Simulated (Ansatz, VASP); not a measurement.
One calculation of SiO2, two programs

```xyz
9
Lattice="5.0387 0.0000 0.0000 -2.5193 4.3636 0.0000 0.0000 0.0000 5.4144" Properties=species:S:1:pos:R:3 pbc="T T T"
Si   -1.2597    2.1818    1.8048
Si    1.2597    2.1818    3.6096
Si    2.5193    0.0000    0.0000
O     0.9600    3.4634    4.5120
O     2.5193    2.5631    2.7072
O     3.4794    0.9003    0.9024
O     1.5593    0.9003    4.5120
O     0.0000    1.8005    2.7072
O    -0.9600    3.4634    0.9024
```

Change from the starting cell: strain along c alone, the other axes held, atoms relaxed: -2.0 %.

Alike in both runs: functional LDA; k mesh 6 × 6 × 4; occupations gaussian, width 0.02 eV; no spin polarisation.

Ansatz relaxed the structure, and its values are those at the end. VASP's run is a single point on that final structure, the one shown.

|  | VASP | Ansatz |
| --- | --- | --- |
| version | VASP 6.6.1 | Ansatz 0.2.0 |
| potentials or method | VASP PAW LDA potentials, release 64 (Si, O), cutoff 520 eV | scalar-relativistic, plane waves, PAW |
| valence electrons in the cell | 48 | 48 |

```tsv
	VASP	Ansatz	Ansatz less VASP
gap on the k mesh at the Fermi level (eV)	5.56	5.57	+0.005
least direct gap on the mesh (eV)	5.79	5.79	0.000
pressure (GPa)	3.7	3.0	-0.64
```

LDA's correlation is that of Perdew and Zunger in VASP and of Perdew and Wang (1992) in Ansatz. Ansatz's warnings: stress scf threshold loose.
